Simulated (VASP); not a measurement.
Here is a VASP 6.6.1 calculation.

INCAR

```
SYSTEM = BeS
ALGO = Normal
EDIFF = 1E-6
ENCUT = 520
GGA = PE
ISIF = 2
ISMEAR = 0
LASPH = .TRUE.
LCHARG = .FALSE.
LREAL = .FALSE.
LWAVE = .FALSE.
NBANDS = 11
NELM = 60
PREC = Accurate
SIGMA = 0.01
```

KPOINTS

```
k-points
0
G
  6 6 6
  0 0 0
```

The input POSCAR:

```
BeS
1.0
    0.0000000000      2.3369339811      2.3369339811
    2.3369339811      0.0000000000      2.3369339811
    2.3369339811      2.3369339811      0.0000000000
Be S
1 1
Direct
    0.0000000000      0.0000000000      0.0000000000
    0.2500000000      0.2500000000      0.2500000000
```

Potentials or basis: VASP PAW PBE potentials, release 64 (Be, S).

The run is started by

```console
$ cat potpaw_PBE.64/Be/POTCAR potpaw_PBE.64/S/POTCAR > POTCAR
$ mpirun -np 1 vasp_std > vasp.out
```

Task: Predict the pressure.

Result: 15.1 GPa.

Task: Estimate the band gap on the k mesh.

Result: 2.83 eV, indirect (least direct gap 5.59 eV).

Caveat: the cell differs from its parent crystal (strain -4.0%). A k mesh can miss the band edges.
